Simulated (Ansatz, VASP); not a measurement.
Nb in VASP and in Ansatz

```xyz
1
Lattice="0.0000 2.1290 2.1290 2.1290 0.0000 2.1290 2.1290 2.1290 0.0000" Properties=species:S:1:pos:R:3 pbc="T T T"
Nb    0.0000    0.0000    0.0000
```

Change from the starting cell: volume scaled by 1.02.

Alike in both runs: task single point; functional PBE; k mesh 13 × 13 × 13; occupations fermi-dirac, width 0.08 eV; no spin polarisation.

|  | VASP | Ansatz |
| --- | --- | --- |
| version | VASP 6.6.1 | Ansatz 0.2.0 |
| potentials or method | VASP PAW PBE potentials, release 64 (Nb_sv), cutoff 520 eV | all-electron LAPW, scalar-relativistic |

|  | VASP | Ansatz | Ansatz less VASP |
| --- | --- | --- | --- |
| pressure (GPa) | -4.5 | -4.2 | +0.29 |

Ansatz ran all-electron here, and VASP with PAW potentials.
